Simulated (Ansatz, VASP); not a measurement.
**Two plane-wave programs on Au**

```
Au
1.0
    -1.65727    1.65727    1.65727
     1.65727   -1.65727    1.65727
     1.65727    1.65727   -1.65727
Au
1
Cartesian
  0.0000 0.0000 0.0000
```

Alike in both runs: task relaxation of cell and atoms; functional BLYP; dispersion D4; k mesh 11 × 11 × 11; occupations fermi-dirac, width 0.05 eV; no spin polarisation.

|  | VASP | Ansatz |
| --- | --- | --- |
| version | VASP 6.6.1 | Ansatz 0.2.0 |
| potentials or method | VASP PAW PBE potentials, release 64 (Au) | Ansatz PAW |
| plane-wave cutoff (eV) | 600 | 420 |
| valence electrons in the cell | 11 | 19 |

|  | VASP | Ansatz | Ansatz less VASP |
| --- | --- | --- | --- |
| gap on the k mesh at the Fermi level, each at its own relaxed structure (eV) | none | none | - |
| relaxed volume (Å³/atom) | 18.14 | 18.04 | -0.095 |
| relaxed cell length with the largest relative difference (Å) | 2.867 | 2.862 | -0.0050 |

VASP's potentials were made for PBE, not for BLYP. A gap of «none» marks a metal or a gap that the smearing closes. VASP's potentials hold 11 valence electrons a cell and Ansatz's 19, so a difference there can come from the potentials and not from the codes.

Neither program's run includes spin-orbit coupling. Noted on Ansatz's run: the plane-wave basis is chosen anew once the cell has moved, so the energies of steps on either side of that aren't comparable.
